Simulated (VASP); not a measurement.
GaC18: single point with LDA

The system is GaC18, a slab with vacuum.

```
CELL_PARAMETERS angstrom
7.39800 0.00000 0.00000
-3.69900 6.40686 0.00000
0.00000 0.00000 12.00000
ATOMIC_POSITIONS crystal
C 0.00393 0.00185 0.08222
C 0.22614 0.11295 0.08219
C 0.00323 0.33382 0.08214
C 0.22682 0.44558 0.08196
C 0.00323 0.66918 0.08215
C 0.22682 0.78100 0.08197
C 0.33779 0.00290 0.08225
C 0.55949 0.11296 0.08220
C 0.33779 0.33465 0.08224
C 0.55949 0.44630 0.08220
C 0.33865 0.66921 0.08189
C 0.56056 0.78016 0.08221
C 0.67060 0.00185 0.08220
C 0.89230 0.11193 0.08235
C 0.66958 0.33467 0.08239
C 0.89147 0.44561 0.08222
C 0.67060 0.66851 0.08220
C 0.89231 0.78014 0.08236
Ga 0.11915 0.55934 0.25566
```

```
Program                : VASP 6.6.1
Task                   : single point
Functional             : LDA
Potentials or basis    : VASP PAW LDA potentials, release 64 (C, Ga_d)
Cutoff                 : 520 eV
k mesh                 : 2 × 2 × 1
Occupations            : fermi-dirac, width 0.05 eV
Spin                   : collinear spin, zero start
Starting moments       : [0.0, 0.0, 0.0, 0.0, 0.0, 0.0, 0.0, 0.0, 0.0, 0.0, 0.0, 0.0, 0.0, 0.0, 0.0, 0.0, 0.0, 0.0, 0.0] μB
Dipole correction      : no
Further INCAR settings : LREAL = Auto; ALGO = Normal; EDIFF = 1e-06; NBANDS = 62
```

```yaml
Largest_force: 0.054 eV/Å
Net_moment: 0.00 μB per cell
Valence_electrons_inside_the_program's_atomic_spheres: C 2.65, 2.64, 2.66 (each value once); Ga 11.46
```

Forces on the atoms (eV/Å):
```
C   -0.003 -0.001  0.003
C   -0.001 -0.001 -0.003
C   -0.003 -0.006 -0.013
C    0.008  0.004 -0.006
C   -0.005 -0.001 -0.013
C    0.007  0.005 -0.006
C    0.006 -0.003  0.003
C    0.002 -0.005  0.003
C    0.002  0.007  0.004
C   -0.002  0.005  0.004
C    0.007  0.006 -0.015
C    0.003  0.000  0.000
C   -0.002 -0.010 -0.003
C    0.005 -0.001  0.002
C    0.003  0.004 -0.001
C   -0.001 -0.002 -0.010
C   -0.010  0.003 -0.003
C    0.001  0.004  0.003
Ga  -0.017 -0.008  0.051
```

Levels at points of the mesh, in eV from the Fermi level:
Spin up:
| k point | band 40 | band 41 | band 42 | band 43 | band 44 | band 45 |
| --- | --- | --- | --- | --- | --- | --- |
| (0.00, 0.00, 0.00) | -3.63 | -0.92 | -0.92 | -0.72 | -0.72 | 1.77 |
| (0.50, 0.00, 0.00) | -3.31 | -3.12 | -3.00 | 0.74 | 1.24 | 1.26 |
| (0.00, 0.50, 0.00) | -3.31 | -3.12 | -3.00 | 0.74 | 1.24 | 1.26 |
| (0.50, 0.50, 0.00) | -3.31 | -3.12 | -3.00 | 0.74 | 1.24 | 1.26 |
Spin down:
```tsv
k point	band 39	band 40	band 41	band 42	band 43	band 44	band 45	band 46
(0.00, 0.00, 0.00)	-3.63	-3.63	-0.92	-0.92	-0.72	-0.72	1.77	1.77
(0.50, 0.00, 0.00)	-3.57	-3.31	-3.12	-3.00	0.74	1.24	1.26	1.40
(0.00, 0.50, 0.00)	-3.57	-3.31	-3.12	-3.00	0.74	1.24	1.26	1.40
(0.50, 0.50, 0.00)	-3.57	-3.31	-3.12	-3.00	0.74	1.24	1.26	1.40
```

Run time: 16 min on 1 thread of Intel(R) Xeon(R) Platinum 8375C CPU @ 2.90GHz (Ice Lake) (shared host), peak memory 0.58 GiB.

Caveat: the k points lie up to 0.49 Å⁻¹ apart.
